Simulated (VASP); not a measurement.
# Sc (P6_3/mmc) in VASP: further runs

The runs below take Sc through single point, relaxation of cell and atoms, with LDA.

All numbers are computed with VASP 6.6.1; they aren't measurements. Logs are shortened: lines on timing, memory, paths and dates and some standing lists are left out, and cuts for length are marked.

## 1. The cell of the first run

The structure is hexagonal, space group P6_3/mmc (No. 194). Conventional cell: a = 3.226 Å, b = 3.226 Å, c = 5.014 Å, α = 90.00°, β = 90.00°, γ = 120.00°. Within 4.1 Å of Sc (site symmetry -6m2) lie 12 Sc at 3.12 to 3.23 Å.

## 2. Single point, LDA

The input, INCAR:

```
PREC     = Accurate       # precision mode
ENCUT    = 520            # plane-wave cutoff, eV
EDIFF    = 1E-7           # SCF threshold, eV
ISMEAR   = -1             # smearing method
SIGMA    = 0.1            # smearing width, eV
LREAL    = F              # projectors in reciprocal space
LASPH    = T              # aspherical terms in the spheres
NELM     = 100            # most SCF steps
ALGO     = Normal         # electronic algorithm
ISIF     = 2              # what is computed and relaxed
LWAVE    = F              # write WAVECAR
LCHARG   = F              # write CHGCAR
NBANDS   = 18             # bands
```

The input, KPOINTS:

```
regular mesh
0
Gamma
  9 9 5
```

The input, POSCAR:

```
Sc
1.0
    3.2261910219      0.0000000000      0.0000000000
   -1.6130955110      2.7939633825      0.0000000000
    0.0000000000      0.0000000000      5.0140972393
Sc
2
Direct
    0.3333333333      0.6666666667      0.2500000000
    0.6666666667      0.3333333333      0.7500000000
```

Potentials or basis: VASP PAW LDA potentials, release 64 (Sc_sv).

Started as:

```bash
cat potpaw_LDA.64/Sc_sv/POTCAR > POTCAR
mpirun -np 1 vasp_std > vasp.out
```

OUTCAR:

```text
PREC = Accurate
   ENCUT = 520
   EDIFF = 1E-7
   ISMEAR = -1
   LREAL = F
   LASPH = T
   NELM = 100
   ISIF = 2

 ion  position               nearest neighbor table
   1  0.333  0.667  0.250-   2 3.12   2 3.12   2 3.12   2 3.12   2 3.12   2 3.12
   2  0.667  0.333  0.750-   1 3.12   1 3.12   1 3.12   1 3.12   1 3.12   1 3.12

  LATTYP: Found a hexagonal cell.
 ALAT       =     3.2261910219
 C/A-ratio  =     1.5541848593

  Lattice vectors:

 A1 = (   3.2261910219,   0.0000000000,   0.0000000000)
 A2 = (  -1.6130955110,   2.7939633825,   0.0000000000)
 A3 = (   0.0000000000,   0.0000000000,   5.0140972393)

Analysis of symmetry for initial positions (statically):
=====================================================================
 Subroutine PRICEL returns:
 Original cell was already a primitive cell.

 Routine SETGRP: Setting up the symmetry group for a
 hexagonal supercell.

 Subroutine GETGRP returns: Found 24 space group operations
 (whereof 12 operations were pure point group operations)
 out of a pool of 24 trial point group operations.

The static configuration has the point symmetry D_3d.
 The point group associated with its full space group is D_6h.

Analysis of symmetry for dynamics (positions and initial velocities):
=====================================================================
 Subroutine PRICEL returns:
 Original cell was already a primitive cell.

 Routine SETGRP: Setting up the symmetry group for a
 hexagonal supercell.

 Subroutine GETGRP returns: Found 24 space group operations
 (whereof 12 operations were pure point group operations)
 out of a pool of 24 trial point group operations.

The dynamic configuration has the point symmetry D_3d.
 The point group associated with its full space group is D_6h.

 Subroutine INISYM returns: Found 24 space group operations
 (whereof 12 operations are pure point group operations),
 and found     1 'primitive' translations

----------------------------------------------------------------------------------------

                                     Primitive cell

  volume of cell :      45.1964

  direct lattice vectors                    reciprocal lattice vectors
     3.226191022  0.000000000  0.000000000     0.309963047  0.178957249  0.000000000
    -1.613095511  2.793963382  0.000000000     0.000000000  0.357914497  0.000000000
     0.000000000  0.000000000  5.014097239     0.000000000  0.000000000  0.199437696

  length of vectors
     3.226191022  3.226191022  5.014097239     0.357914497  0.357914497  0.199437696

  position of ions in fractional coordinates (direct lattice)
     0.333333333  0.666666667  0.250000000
     0.666666667  0.333333333  0.750000000

  ion indices of the primitive-cell ions
   primitive index   ion index
                 1           1
                 2           2

----------------------------------------------------------------------------------------

 KPOINTS: regular mesh

Automatic generation of k-mesh.
 Grid dimensions read from file:
 generate k-points for:    9    9    5

 Generating k-lattice:

  Cartesian coordinates                     Fractional coordinates (reciprocal lattice)
     0.034440339  0.019884139  0.000000000     0.111111111 -0.000000000  0.000000000
     0.000000000  0.039768277  0.000000000     0.000000000  0.111111111  0.000000000
     0.000000000  0.000000000  0.039887539     0.000000000  0.000000000  0.200000000

  Length of vectors
     0.039768277  0.039768277  0.039887539

  Shift w.r.t. Gamma in fractional coordinates (k-lattice)
     0.000000000  0.000000000  0.000000000

 Subroutine IBZKPT returns following result:
 ===========================================

 Found     36 irreducible k-points:

 Following reciprocal coordinates:
            Coordinates               Weight
  0.000000  0.000000  0.000000      1.000000
  0.111111  0.000000  0.000000      6.000000
  0.222222  0.000000  0.000000      6.000000
  0.333333  0.000000  0.000000      6.000000
  0.444444  0.000000  0.000000      6.000000
  0.111111  0.111111  0.000000      6.000000
[... 16 lines left out ...]
  0.333333  0.222222  0.200000     24.000000
  0.333333  0.333333  0.200000      4.000000
 [... further k-points ...]
   k-points           NKPTS =     36   k-points in BZ     NKDIM =     36   number of bands    NBANDS=     18
   number of dos      NEDOS =    301   number of ions     NIONS =      2
   total plane-waves  NPLWV =  23040
   dimension x,y,z NGX =    24 NGY =   24 NGZ =   40
   dimension x,y,z NGXF=    48 NGYF=   48 NGZF=   80
   ions per type =               2
   NGX,Y,Z   is equivalent  to a cutoff of  12.37, 12.37, 13.26 a.u.
   NGXF,Y,Z  is equivalent  to a cutoff of  24.73, 24.73, 26.52 a.u.
 SYSTEM =  unknown system
   PREC   = accura    normal or accurate (medium, high low for compatibility)
   ISTART =      0    job   : 0-new  1-cont  2-samecut
   ICHARG =      2    charge: 1-file 2-atom 10-const
   ISPIN  =      1    spin polarized calculation?
   LNONCOLLINEAR =      F non collinear calculations
   LSORBIT =      F    spin-orbit coupling
   LASPH  =      T    aspherical Exc in radial PAW
   ENCUT  =  520.0 eV  38.22 Ry    6.18 a.u.   6.00  6.00  9.32*2*pi/ulx,y,z
   NELM   =    100;   NELMIN=  2; NELMDL= -5     # of ELM steps
   EDIFF  = 0.1E-06   stopping-criterion for ELM
   LREAL  =      F    real-space projection
   EDIFFG = 0.1E-05   stopping-criterion for IOM
   NSW    =      0    number of steps for IOM
   IBRION =     -1    ionic relax: 0-MD 1-quasi-New 2-CG
   NFREE  =      0    steps in history (QN), initial steepest desc. (CG)
   ISIF   =      2    stress and relaxation
   ISYM   =      2    0-nonsym 1-usesym 2-fastsym
   POTIM  = 0.5000    time-step for ionic-motion
   TEBEG  =    0.0;   TEEND  =   0.0 temperature during run
   PSTRESS=    0.0 pullay stress
   NELECT =      22.0000    total number of electrons
   NUPDOWN=      -1.0000    fix difference up-down
   EMIN   =  10.00;   EMAX   =-10.00  energy-range for DOS
   EFERMI =   0.00;   METHOD = LEGACY
   ISMEAR =    -1;   SIGMA  =   0.10  broadening in eV -4-tet -1-fermi 0-gaus
   EFERMI_NEDOS =   21; number of points for ismear=-14 and -15
   IALGO  =     38    algorithm
   IMIX   =      4    mixing-type and parameters
     AMIX     =   0.40;   BMIX     =  1.00
     AMIX_MAG =   1.60;   BMIX_MAG =  1.00
  volume/ion in A,a.u.               =      22.60       152.50
  Fermi-wavevector in a.u.,A,eV,Ry     =   1.287798  2.433586 22.564238  1.658425
  Thomas-Fermi vector in A             =   2.419791
   LORBIT       =      0    0 simple, 1 ext, 2 COOP (PROOUT), +10 PAW based schemes
   GGA     = CA    functional components
   LHFCALC =     F    Hartree Fock is set to
   AEXX    =    0.0000 exact exchange contribution
   IVDW    =     0    specifies the selected vdW correction
   LEPSILON=     F    determine dielectric tensor
   LRPA    =     F    only Hartree local field effects (RPA)
 non-spin polarized calculation
  energy-cutoff  :      520.00
  volume of cell :       45.20
 maximum number of plane-waves:      1242
 NGX is ok and might be reduce to    24
   NGX = 11   NGY = 11   NGZ = 19

 number of electron      22.0000000 magnetization

 Free energy of the ion-electron system (eV)
  ---------------------------------------------------
  ext. energy  EPLUGINS =         0.00000000
  ---------------------------------------------------
  free energy    TOTEN  =       -13.50839572 eV

  energy without entropy =      -13.39098876  energy(sigma->0) =      -13.44969224

 E-fermi :   3.9789     XC(G=0): -10.5061

 val. band max:        3.9706676491   @ k =   0.4444   0.1111   0.4000
 cond. band min:       4.0066903199   @ k =   0.2222   0.0000   0.0000
 fundamental gap:      0.0360226708
 Fermi energy:         3.9789415818

 k-point     1 :       0.0000    0.0000    0.0000
  band No.  band energies     occupation
      1     -44.6176      2.00000
      2     -44.5078      2.00000
      3     -23.8854      2.00000
      4     -23.4047      2.00000
      5     -23.4047      2.00000
      6     -23.3134      2.00000
[... 10 lines left out ...]
     17       6.4119      0.00000
     18       6.4119      0.00000

 k-point     2 :       0.1111    0.0000    0.0000
  band No.  band energies     occupation
      1     -44.6089      2.00000
      2     -44.5050      2.00000
      3     -23.8633      2.00000
      4     -23.4467      2.00000
      5     -23.4192      2.00000
      6     -23.3573      2.00000
[... 10 lines left out ...]
     17       6.2370      0.00000
     18       6.3200      0.00000

 k-point     3 :       0.2222    0.0000    0.0000
  band No.  band energies     occupation
      1     -44.5859      2.00000
      2     -44.4987      2.00000
      3     -23.8023      2.00000
      4     -23.5541      2.00000
      5     -23.4646      2.00000
      6     -23.4542      2.00000
[... 10 lines left out ...]
     17       6.7257      0.00000
     18       6.8471      0.00000

 k-point     4 :       0.3333    0.0000    0.0000
  band No.  band energies     occupation
      1     -44.5572      2.00000
      2     -44.4941      2.00000
      3     -23.7187      2.00000
      4     -23.6781      2.00000
      5     -23.5804      2.00000
      6     -23.4919      2.00000
[... 10 lines left out ...]
     17       7.4266      0.00000
     18       7.5469      0.00000

 k-point     5 :       0.4444    0.0000    0.0000
  band No.  band energies     occupation
      1     -44.5348      2.00000
      2     -44.4947      2.00000
      3     -23.7594      2.00000
      4     -23.6530      2.00000
      5     -23.6440      2.00000
      6     -23.5157      2.00000
[... 10 lines left out ...]
     17       8.1917      0.00000
     18       8.4103      0.00000

 k-point     6 :       0.1111    0.1111    0.0000
  band No.  band energies     occupation
      1     -44.5931      2.00000
      2     -44.5005      2.00000
      3     -23.8217      2.00000
      4     -23.5086      2.00000
      5     -23.4755      2.00000
      6     -23.4059      2.00000
[... 10 lines left out ...]
     17       6.4532      0.00000
     18       6.7745      0.00000

 k-point     7 :       0.2222    0.1111    0.0000
  band No.  band energies     occupation
      1     -44.5671      2.00000
      2     -44.4952      2.00000
      3     -23.7486      2.00000
      4     -23.6147      2.00000
      5     -23.5627      2.00000
      6     -23.4654      2.00000
[... 10 lines left out ...]
     17       7.0597      0.00000
     18       7.4882      0.00000

 k-point     8 :       0.3333    0.1111    0.0000
  band No.  band energies     occupation
      1     -44.5406      2.00000
      2     -44.4940      2.00000
      3     -23.7176      2.00000
      4     -23.6649      2.00000
      5     -23.6266      2.00000
      6     -23.5198      2.00000
[... 10 lines left out ...]
     17       7.8281      0.00000
     18       8.3002      0.00000
[... 229 lines left out ...]
     17       7.2406      0.00000
     18       7.4275      0.00000

 k-point    20 :       0.3333    0.1111    0.2000
  band No.  band energies     occupation
      1     -44.5362      2.00000
      2     -44.4984      2.00000
      3     -23.7712      2.00000
      4     -23.6809      2.00000
      5     -23.5737      2.00000
      6     -23.5075      2.00000
[... 10 lines left out ...]
     17       7.8288      0.00000
     18       7.9676      0.00000

 k-point    21 :       0.4444    0.1111    0.2000
  band No.  band energies     occupation
      1     -44.5246      2.00000
      2     -44.4991      2.00000
      3     -23.7962      2.00000
      4     -23.7044      2.00000
      5     -23.5750      2.00000
      6     -23.5041      2.00000
[... 10 lines left out ...]
     17       8.0216      0.00000
     18       8.2453      0.00000

 k-point    22 :       0.2222    0.2222    0.2000
  band No.  band energies     occupation
      1     -44.5382      2.00000
      2     -44.4985      2.00000
      3     -23.7379      2.00000
      4     -23.6813      2.00000
      5     -23.5471      2.00000
      6     -23.5363      2.00000
[... 10 lines left out ...]
     17       7.7478      0.00000
     18       7.9961      0.00000

 k-point    23 :       0.3333    0.2222    0.2000
  band No.  band energies     occupation
      1     -44.5199      2.00000
      2     -44.4999      2.00000
      3     -23.7465      2.00000
      4     -23.6927      2.00000
      5     -23.6099      2.00000
      6     -23.5084      2.00000
[... 10 lines left out ...]
     17       7.7729      0.00000
     18       8.2335      0.00000

 k-point    24 :       0.3333    0.3333    0.2000
  band No.  band energies     occupation
      1     -44.5070      2.00000
      2     -44.5070      2.00000
      3     -23.6881      2.00000
      4     -23.6843      2.00000
      5     -23.6843      2.00000
      6     -23.5243      2.00000
[... 10 lines left out ...]
     17       7.9129      0.00000
     18       7.9129      0.00000

 [... further k-points ...]

------------------------ aborting loop because EDIFF is reached ----------------------------------------

  FORCE on cell =-STRESS in cart. coord.  units (eV):
  Direction    XX          YY          ZZ          XY          YZ          ZX
  --------------------------------------------------------------------------------------
  -------------------------------------------------------------------------------------
  Total        0.0238278      0.0238278      0.0108963     -0.0000000      0.0000000     -0.0000000
  in kB        0.8446760      0.8446760      0.3862668     -0.0000000      0.0000000     -0.0000000
  external PRESSURE =       0.6918730 kB  Pullay stress =       0.0000000 kB

 VOLUME and BASIS-vectors are now :
 -----------------------------------------------------------------------------
  energy-cutoff  :      520.00
  volume of cell :       45.20
      direct lattice vectors                 reciprocal lattice vectors
     3.226191022  0.000000000  0.000000000     0.309963047  0.178957249  0.000000000
    -1.613095511  2.793963382  0.000000000     0.000000000  0.357914497  0.000000000
     0.000000000  0.000000000  5.014097239     0.000000000  0.000000000  0.199437696

 POSITION                                       TOTAL-FORCE (eV/Angst)
 -----------------------------------------------------------------------------------
     -0.00000      1.86264      1.25352         0.000000     -0.000000      0.000000
      1.61310      0.93132      3.76057        -0.000000      0.000000      0.000000
 -----------------------------------------------------------------------------------
    total drift:                               -0.000000      0.000000     -0.000000

  FREE ENERGIE OF THE ION-ELECTRON SYSTEM (eV)
  ---------------------------------------------------
  free  energy   TOTEN  =       -13.5083957247 eV

  energy  without entropy=      -13.3909887615  energy(sigma->0) =      -13.44969224
```

It took 31 s on 1 thread of AMD EPYC 7R13, shared host; peak memory 0.12 GiB.

What came out:

| Property | Result |
| --- | --- |
| Free energy | -13.5084 eV |
| Pressure | 0.1 GPa |
| Band gap on the k mesh | zero (bands 11 and 12 overlap by 1.54 eV) |

Levels at points of the mesh, in eV from the Fermi level:
```
           k point  band 9  band 10  band 11  band 12  band 13  band 14
(0.00, 0.00, 0.00)   -5.22    -1.76     0.94     1.64     1.64     1.95
```

## 3. Relaxation of cell and atoms, LDA

This run uses another cell than the first one, of 25.00 Å³/atom.

The input, INCAR:

```
SYSTEM = Sc
PREC = Accurate
ENCUT = 600
EDIFF = 1E-7
ISMEAR = -1
SIGMA = 0.1
LREAL = .False.
LASPH = .True.
NELM = 60
ALGO = Normal
ISIF = 3
LWAVE = .False.
LCHARG = .False.
GGA = CA
IBRION = 2
NSW = 80
EDIFFG = -0.01
```

The input, KPOINTS:

```
regular mesh
0
Gamma
  9 9 5
  0 0 0
```

The input, POSCAR:

```
Sc
1.0
    3.3090000000      0.0000000000      0.0000000000
   -1.6545000000      2.8656780000      0.0000000000
    0.0000000000      0.0000000000      5.2733000000
Sc
2
Direct
    0.3333333333      0.6666666667      0.2500000000
    0.6666666667      0.3333333333      0.7500000000
```

Potentials or basis: VASP PAW LDA potentials, release 64 (Sc_sv).

Started as:

```bash
cat potpaw_LDA.64/Sc_sv/POTCAR > POTCAR
mpirun -np 1 vasp_std > vasp.out
```

It took 4 min on 1 thread of AMD EPYC 7R13, shared host; peak memory 0.15 GiB.

It converged, with:

| Quantity | Value |
| --- | --- |
| Free energy | -13.5088 eV |
| Relaxed volume | 22.63 Å³/atom |
| Relaxed cell | a = 3.228 Å, b = 3.228 Å, c = 5.015 Å, α = 90.00°, β = 90.00°, γ = 120.00° |
| Space group after relaxing (to 0.1 Å) | P6_3/mmc (No. 194) |
| Energy gained by relaxing | 42.2 meV/atom |
| Ionic steps | 8 |
| Pressure after relaxing | 0.0 GPa |
| Band gap on the k mesh | zero (bands 11 and 12 overlap by 1.54 eV) |

The path:
| step | energy change (eV) | largest force (eV/Å) | pressure (GPa) | volume (Å³) |
| --- | --- | --- | --- | --- |
| 1 | 0.0000 | 0.0000 | -5.08 | 50.00 |
| 2 | -0.0800 | 0.0000 | 1.13 | 44.48 |
| 3 | -0.0825 | 0.0000 | 0.10 | 45.23 |
| 4 | -0.0825 | 0.0000 | -0.02 | 45.32 |
| 5 | -0.0839 | 0.0000 | -0.06 | 45.34 |
| 6 | -0.0843 | 0.0000 | -0.09 | 45.35 |
| 7 | -0.0843 | 0.0000 | -0.08 | 45.35 |
| 8 | -0.0843 | 0.0000 | 0.04 | 45.26 |

Final structure:
```cif
data_structure
_symmetry_space_group_name_H-M 'P 1'
_symmetry_Int_Tables_number 1
_cell_length_a 3.2283
_cell_length_b 3.2283
_cell_length_c 5.0146
_cell_angle_alpha 90.000
_cell_angle_beta 90.000
_cell_angle_gamma 120.000
_cell_volume 45.26
loop_
_atom_site_label
_atom_site_type_symbol
_atom_site_fract_x
_atom_site_fract_y
_atom_site_fract_z
_atom_site_occupancy
Sc1 Sc 0.33333 0.66667 0.25000 1
Sc2 Sc 0.66667 0.33333 0.75000 1
```

Levels at points of the mesh, in eV from the Fermi level:
```tsv
k point	band 8	band 9	band 10	band 11	band 12	band 13	band 14	band 15
(0.00, 0.00, 0.00)	-27.26	-5.22	-1.76	0.94	1.64	1.64	1.95	2.15
```

LDA usually gives volumes a few per cent too small. Zero-point motion and thermal expansion aren't in these numbers.
